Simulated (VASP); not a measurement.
A run of VASP 6.6.1 is set up as follows.

Contents of INCAR:

```
SYSTEM = BiAs
PREC = Accurate
ENCUT = 600
EDIFF = 1E-6
ISMEAR = -1
SIGMA = 0.03
LREAL = .False.
LASPH = .True.
NELM = 80
ALGO = Normal
ISIF = 3
LWAVE = .False.
LCHARG = .False.
GGA = PE
IBRION = 2
NSW = 100
EDIFFG = -0.005
```

KPOINTS

```
Automatic mesh
0
Gamma
  10 10 10
  0 0 0
```

Contents of POSCAR:

```
BiAs
1.0
    0.0000000000      3.2195088072      3.2195088072
    3.2195088072      0.0000000000      3.2195088072
    3.2195088072      3.2195088072      0.0000000000
Bi As
1 1
Direct
    0.0000000000      0.0000000000      0.0000000000
    0.2500000000      0.2500000000      0.2500000000
```

Potentials or basis: VASP PAW PBE potentials, release 64 (Bi_d, As).

Launch:

```console
$ cat potpaw_PBE.64/Bi_d/POTCAR potpaw_PBE.64/As/POTCAR > POTCAR
$ mpirun -np 1 vasp_std > vasp.out
```

Problem. Predict the relaxed cell.

Solution. a = 4.742 Å, b = 4.742 Å, c = 4.742 Å, α = 60.00°, β = 60.00°, γ = 60.00°.

Problem. What does it give for the band gap on the k mesh?

Solution. Zero (bands 10 and 11 overlap by 0.74 eV).

Problem. Estimate the space group after relaxing (to 0.1 Å).

Solution. F-43m (No. 216).

Final structure:
```
Bi As
1.0
     0.00000    3.35290    3.35290
     3.35290    0.00000    3.35290
     3.35290    3.35290    0.00000
Bi As
1 1
Direct
  0.00000 0.00000 0.00000
  0.25000 0.25000 0.25000
```

Caveat: spin-orbit coupling is left out, which moves the levels of the heavy elements.
